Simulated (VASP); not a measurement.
# Zr (P6_3/mmc) in VASP: further runs

The runs below take Zr through single point, relaxation of cell and atoms, with LDA.

Program: VASP 6.6.1. These are calculated values, not measurements. Logs are shortened: lines on timing, memory, paths and dates and some standing lists are left out, and cuts for length are marked.

### Step 1. The cell of the first run

Symmetry: P6_3/mmc, No. 194, hexagonal system. The conventional cell has a = 3.153 Å, b = 3.153 Å, c = 5.061 Å, α = 90.00°, β = 90.00°, γ = 120.00°. Zr (site symmetry -6m2) has 12 Zr at 3.12 to 3.15 Å within 4.1 Å.

### Step 2. Single point, LDA

Input file INCAR:

```
SYSTEM = Zr
PREC = Accurate
ENCUT = 520
EDIFF = 1E-6
ISMEAR = 0
SIGMA = 0.1
LREAL = .False.
LASPH = .True.
NELM = 60
ALGO = Normal
ISIF = 2
LWAVE = .False.
LCHARG = .True.
GGA = CA
LELF = .True.
LVHAR = .True.
NBANDS = 19
```

Input file KPOINTS:

```
Automatic mesh
0
Gamma
  12 12 8
  0 0 0
```

Input file POSCAR:

```
Zr
1.0
    3.1534066640      0.0000000028      0.0000000000
   -1.5767033344      2.7309302781      0.0000000000
    0.0000000000      0.0000000000      5.0614421172
Zr
2
Direct
    0.3333333333      0.6666666667      0.2500000000
    0.6666666667      0.3333333333      0.7500000000
```

Potentials or basis: VASP PAW LDA potentials, release 64 (Zr_sv).

On the command line:

```
cat potpaw_LDA.64/Zr_sv/POTCAR > POTCAR
mpirun -np 1 vasp_std > vasp.out
```

OUTCAR:

```text
SYSTEM = Zr
   PREC = Accurate
   ENCUT = 520
   EDIFF = 1E-6
   ISMEAR = 0
   LREAL = .False.
   LASPH = .True.
   NELM = 60
   ISIF = 2
   GGA = CA

 ion  position               nearest neighbor table
   1  0.333  0.667  0.250-   2 3.12   2 3.12   2 3.12   2 3.12   2 3.12   2 3.12
   2  0.667  0.333  0.750-   1 3.12   1 3.12   1 3.12   1 3.12   1 3.12   1 3.12

  LATTYP: Found a hexagonal cell.
 ALAT       =     3.1534066640
 C/A-ratio  =     1.6050711679

  Lattice vectors:

 A1 = (   3.1534066640,   0.0000000028,   0.0000000000)
 A2 = (  -1.5767033344,   2.7309302781,   0.0000000000)
 A3 = (   0.0000000000,   0.0000000000,   5.0614421172)

Analysis of symmetry for initial positions (statically):
=====================================================================
 Subroutine PRICEL returns:
 Original cell was already a primitive cell.

 Routine SETGRP: Setting up the symmetry group for a
 hexagonal supercell.

 Subroutine GETGRP returns: Found 24 space group operations
 (whereof 12 operations were pure point group operations)
 out of a pool of 24 trial point group operations.

The static configuration has the point symmetry D_3d.
 The point group associated with its full space group is D_6h.

Analysis of symmetry for dynamics (positions and initial velocities):
=====================================================================
 Subroutine PRICEL returns:
 Original cell was already a primitive cell.

 Routine SETGRP: Setting up the symmetry group for a
 hexagonal supercell.

 Subroutine GETGRP returns: Found 24 space group operations
 (whereof 12 operations were pure point group operations)
 out of a pool of 24 trial point group operations.

The dynamic configuration has the point symmetry D_3d.
 The point group associated with its full space group is D_6h.

 Subroutine INISYM returns: Found 24 space group operations
 (whereof 12 operations are pure point group operations),
 and found     1 'primitive' translations

----------------------------------------------------------------------------------------

                                     Primitive cell

  volume of cell :      43.5878

  direct lattice vectors                    reciprocal lattice vectors
     3.153406664  0.000000003  0.000000000     0.317117361  0.183087794  0.000000000
    -1.576703334  2.730930278  0.000000000    -0.000000000  0.366175588  0.000000000
     0.000000000  0.000000000  5.061442117     0.000000000  0.000000000  0.197572150

  length of vectors
     3.153406664  3.153406664  5.061442117     0.366175588  0.366175588  0.197572150

  position of ions in fractional coordinates (direct lattice)
     0.333333333  0.666666667  0.250000000
     0.666666667  0.333333333  0.750000000

  ion indices of the primitive-cell ions
   primitive index   ion index
                 1           1
                 2           2

----------------------------------------------------------------------------------------

 KPOINTS: Automatic mesh

Automatic generation of k-mesh.
 Grid dimensions read from file:
 generate k-points for:   12   12    8

 Generating k-lattice:

  Cartesian coordinates                     Fractional coordinates (reciprocal lattice)
     0.026426447  0.015257316  0.000000000     0.083333333  0.000000000  0.000000000
    -0.000000000  0.030514632  0.000000000     0.000000000  0.083333333  0.000000000
     0.000000000  0.000000000  0.024696519     0.000000000  0.000000000  0.125000000

  Length of vectors
     0.030514632  0.030514632  0.024696519

  Shift w.r.t. Gamma in fractional coordinates (k-lattice)
     0.000000000  0.000000000  0.000000000

 Subroutine IBZKPT returns following result:
 ===========================================

 Found     95 irreducible k-points:

 Following reciprocal coordinates:
            Coordinates               Weight
  0.000000  0.000000  0.000000      1.000000
  0.083333  0.000000  0.000000      6.000000
  0.166667 -0.000000  0.000000      6.000000
  0.250000  0.000000  0.000000      6.000000
  0.333333  0.000000  0.000000      6.000000
  0.416667 -0.000000  0.000000      6.000000
[... 16 lines left out ...]
  0.250000  0.000000  0.125000     12.000000
  0.333333  0.000000  0.125000     12.000000
 [... further k-points ...]
   k-points           NKPTS =     95   k-points in BZ     NKDIM =     95   number of bands    NBANDS=     19
   number of dos      NEDOS =    301   number of ions     NIONS =      2
   total plane-waves  NPLWV =  23040
   dimension x,y,z NGX =    24 NGY =   24 NGZ =   40
   dimension x,y,z NGXF=    48 NGYF=   48 NGZF=   80
   ions per type =               2
   NGX,Y,Z   is equivalent  to a cutoff of  12.65, 12.65, 13.14 a.u.
   NGXF,Y,Z  is equivalent  to a cutoff of  25.31, 25.31, 26.28 a.u.
 SYSTEM =  Zr
   PREC   = accura    normal or accurate (medium, high low for compatibility)
   ISTART =      0    job   : 0-new  1-cont  2-samecut
   ICHARG =      2    charge: 1-file 2-atom 10-const
   ISPIN  =      1    spin polarized calculation?
   LNONCOLLINEAR =      F non collinear calculations
   LSORBIT =      F    spin-orbit coupling
   LASPH  =      T    aspherical Exc in radial PAW
   ENCUT  =  520.0 eV  38.22 Ry    6.18 a.u.   5.86  5.86  9.41*2*pi/ulx,y,z
   NELM   =     60;   NELMIN=  2; NELMDL= -5     # of ELM steps
   EDIFF  = 0.1E-05   stopping-criterion for ELM
   LREAL  =      F    real-space projection
   EDIFFG = 0.1E-04   stopping-criterion for IOM
   NSW    =      0    number of steps for IOM
   IBRION =     -1    ionic relax: 0-MD 1-quasi-New 2-CG
   NFREE  =      0    steps in history (QN), initial steepest desc. (CG)
   ISIF   =      2    stress and relaxation
   ISYM   =      2    0-nonsym 1-usesym 2-fastsym
   POTIM  = 0.5000    time-step for ionic-motion
   TEBEG  =    0.0;   TEEND  =   0.0 temperature during run
   PSTRESS=    0.0 pullay stress
   NELECT =      24.0000    total number of electrons
   NUPDOWN=      -1.0000    fix difference up-down
   EMIN   =  10.00;   EMAX   =-10.00  energy-range for DOS
   EFERMI =   0.00;   METHOD = LEGACY
   ISMEAR =     0;   SIGMA  =   0.10  broadening in eV -4-tet -1-fermi 0-gaus
   EFERMI_NEDOS =   21; number of points for ismear=-14 and -15
   IALGO  =     38    algorithm
   IMIX   =      4    mixing-type and parameters
     AMIX     =   0.40;   BMIX     =  1.00
     AMIX_MAG =   1.60;   BMIX_MAG =  1.00
  volume/ion in A,a.u.               =      21.79       147.07
  Fermi-wavevector in a.u.,A,eV,Ry     =   1.341808  2.535649 24.496582  1.800448
  Thomas-Fermi vector in A             =   2.470012
   LORBIT       =      0    0 simple, 1 ext, 2 COOP (PROOUT), +10 PAW based schemes
   GGA     = CA    functional components
   LHFCALC =     F    Hartree Fock is set to
   AEXX    =    0.0000 exact exchange contribution
   IVDW    =     0    specifies the selected vdW correction
   LEPSILON=     F    determine dielectric tensor
   LRPA    =     F    only Hartree local field effects (RPA)
 non-spin polarized calculation
 Gauss-broadening in eV      SIGMA  =   0.10
  energy-cutoff  :      520.00
  volume of cell :       43.59
 maximum number of plane-waves:      1194
 NGX is ok and might be reduce to    24
   NGX = 11   NGY = 11   NGZ = 19

 number of electron      23.9999999 magnetization

 Free energy of the ion-electron system (eV)
  ---------------------------------------------------
  ext. energy  EPLUGINS =         0.00000000
  ---------------------------------------------------
  free energy    TOTEN  =       -18.58568990 eV

  energy without entropy =      -18.57411693  energy(sigma->0) =      -18.57990341

 E-fermi :   9.5496     XC(G=0): -11.5982

 val. band max:        9.5404401175   @ k =   0.2500   0.2500   0.5000
 cond. band min:       9.5507080758   @ k =   0.1667   0.1667   0.3750
 fundamental gap:      0.0102679583
 Fermi energy:         9.5496362233

 k-point     1 :       0.0000    0.0000    0.0000
  band No.  band energies     occupation
      1     -38.8943      2.00000
      2     -38.6921      2.00000
      3     -17.6894      2.00000
      4     -16.6041      2.00000
      5     -16.6041      2.00000
      6     -16.4462      2.00000
[... 11 lines left out ...]
     18      11.8203      0.00000
     19      14.2848      0.00000

 k-point     2 :       0.0833    0.0000    0.0000
  band No.  band energies     occupation
      1     -38.8835      2.00000
      2     -38.6873      2.00000
      3     -17.6630      2.00000
      4     -16.6651      2.00000
      5     -16.6237      2.00000
      6     -16.4986      2.00000
[... 11 lines left out ...]
     18      11.6348      0.00000
     19      14.4235      0.00000

 k-point     3 :       0.1667   -0.0000    0.0000
  band No.  band energies     occupation
      1     -38.8536      2.00000
      2     -38.6749      2.00000
      3     -17.5873      2.00000
      4     -16.8314      2.00000
      5     -16.6753      2.00000
      6     -16.6658      2.00000
[... 11 lines left out ...]
     18      11.8658      0.00000
     19      14.7054      0.00000

 k-point     4 :       0.2500    0.0000    0.0000
  band No.  band energies     occupation
      1     -38.8107      2.00000
      2     -38.6595      2.00000
      3     -17.4727      2.00000
      4     -17.0571      2.00000
      5     -16.8829      2.00000
      6     -16.7424      2.00000
[... 407 lines left out ...]
     18      11.8815      0.00000
     19      14.6803      0.00000

 k-point    23 :       0.2500    0.0000    0.1250
  band No.  band energies     occupation
      1     -38.8050      2.00000
      2     -38.6654      2.00000
      3     -17.4598      2.00000
      4     -17.0343      2.00000
      5     -16.9128      2.00000
      6     -16.7334      2.00000
[... 11 lines left out ...]
     18      12.6360      0.00000
     19      14.8831      0.00000

 k-point    24 :       0.3333    0.0000    0.1250
  band No.  band energies     occupation
      1     -38.7598      2.00000
      2     -38.6518      2.00000
      3     -17.4026      2.00000
      4     -17.1991      2.00000
      5     -17.1054      2.00000
      6     -16.7965      2.00000
[... 11 lines left out ...]
     18      13.6047      0.00000
     19      15.0209      0.00000

 [... further k-points ...]

------------------------ aborting loop because EDIFF is reached ----------------------------------------

  FORCE on cell =-STRESS in cart. coord.  units (eV):
  Direction    XX          YY          ZZ          XY          YZ          ZX
  --------------------------------------------------------------------------------------
  -------------------------------------------------------------------------------------
  Total        0.0180865      0.0180865      0.0362663      0.0000000      0.0000000      0.0000000
  in kB        0.6648156      0.6648156      1.3330595      0.0000000      0.0000000      0.0000000
  external PRESSURE =       0.8875636 kB  Pullay stress =       0.0000000 kB

 VOLUME and BASIS-vectors are now :
 -----------------------------------------------------------------------------
  energy-cutoff  :      520.00
  volume of cell :       43.59
      direct lattice vectors                 reciprocal lattice vectors
     3.153406664  0.000000003  0.000000000     0.317117361  0.183087794  0.000000000
    -1.576703334  2.730930278  0.000000000    -0.000000000  0.366175588  0.000000000
     0.000000000  0.000000000  5.061442117     0.000000000  0.000000000  0.197572150

 POSITION                                       TOTAL-FORCE (eV/Angst)
 -----------------------------------------------------------------------------------
     -0.00000      1.82062      1.26536        -0.000000     -0.000000      0.000000
      1.57670      0.91031      3.79608         0.000000      0.000000      0.000000
 -----------------------------------------------------------------------------------
    total drift:                                0.000000     -0.000000      0.000000

  FREE ENERGIE OF THE ION-ELECTRON SYSTEM (eV)
  ---------------------------------------------------
  free  energy   TOTEN  =       -18.5856898982 eV

  energy  without entropy=      -18.5741169294  energy(sigma->0) =      -18.57990341
```

Run time: 80 s. Hardware: 1 thread of Intel Xeon 8259CL, shared host; peak memory 0.18 GiB.

What came out:

```
Free energy            : -18.5857 eV
Pressure               : 0.1 GPa
Band gap on the k mesh : zero (bands 12 and 13 overlap by 1.23 eV)
```

### Step 3. Relaxation of cell and atoms, LDA

This run uses another cell than the first one, of 23.50 Å³/atom.

Input file INCAR:

```
PREC = Accurate
ENCUT = 600
EDIFF = 1E-6
ISMEAR = 0
SIGMA = 0.1
LREAL = False
LASPH = True
NELM = 80
ALGO = Fast
ISIF = 3
LWAVE = False
LCHARG = False
IBRION = 2
NSW = 100
EDIFFG = -0.005
```

Input file KPOINTS:

```
Automatic mesh
0
Gamma
  12 12 8
```

Input file POSCAR:

```
Zr
1.0
    3.2392314100      0.0000000000      0.0000000000
   -1.6196157100      2.8052566900      0.0000000000
    0.0000000000      0.0000000000      5.1722200000
Zr
2
Direct
    0.3333333300      0.6666666700      0.2500000000
    0.6666666700      0.3333333300      0.7500000000
```

Potentials or basis: VASP PAW LDA potentials, release 64 (Zr_sv).

On the command line:

```
cat potpaw_LDA.64/Zr_sv/POTCAR > POTCAR
mpirun -np 1 vasp_std > vasp.out
```

It took 18 min on 1 thread of Intel Xeon 8259CL, shared host; peak memory 0.22 GiB.

Results (log left out):

- Free energy: -18.5867 eV
- Relaxed volume: 21.82 Å³/atom
- Relaxed cell: a = 3.154 Å, b = 3.154 Å, c = 5.066 Å, α = 90.00°, β = 90.00°, γ = 120.00°
- Space group after relaxing (to 0.1 Å): P6_3/mmc (No. 194)
- Energy gained by relaxing: 37.5 meV/atom
- Ionic steps: 13
- Pressure after relaxing: 0.0 GPa
- Band gap on the k mesh: zero (bands 12 and 13 overlap by 1.22 eV)

The path:
```tsv
step	energy change (eV)	largest force (eV/Å)	pressure (GPa)	volume (Å³)
1	0.0000	0.0000	-6.79	47.00
2	0.0049	0.0000	8.62	40.55
3	-0.0746	0.0000	-0.08	43.70
4	-0.0747	0.0000	0.05	43.63
5	-0.0748	0.0000	0.04	43.63
6	-0.0749	0.0000	0.03	43.62
7	-0.0749	0.0000	0.03	43.62
8	-0.0749	0.0000	0.04	43.62
9	-0.0749	0.0000	0.04	43.62
10	-0.0749	0.0000	0.04	43.62
11	-0.0749	0.0000	0.04	43.62
12	-0.0749	0.0000	-0.07	43.66
13	-0.0749	0.0000	0.02	43.63
```

Final structure:
```
CELL_PARAMETERS angstrom
3.15373 0.00000 0.00000
-1.57686 2.73121 0.00000
0.00000 0.00000 5.06556
ATOMIC_POSITIONS crystal
Zr 0.33333 0.66667 0.25000
Zr 0.66667 0.33333 0.75000
```

Levels at points of the mesh, in eV from the Fermi level:
| k point | band 9 | band 10 | band 11 | band 12 | band 13 | band 14 | band 15 | band 16 |
| --- | --- | --- | --- | --- | --- | --- | --- | --- |
| (0.00, 0.00, 0.00) | -5.74 | -3.22 | 0.85 | 0.85 | 0.93 | 1.45 | 1.59 | 1.59 |
| (0.50, 0.00, 0.00) | -2.81 | -2.60 | -2.35 | 0.02 | 0.53 | 0.80 | 1.52 | 5.31 |
| (0.00, 0.00, 0.50) | -3.97 | -3.97 | 0.00 | 0.00 | 0.76 | 0.76 | 0.76 | 0.76 |
| (0.50, 0.00, 0.50) | -3.07 | -3.07 | -1.22 | -1.22 | 1.95 | 1.95 | 2.34 | 2.34 |
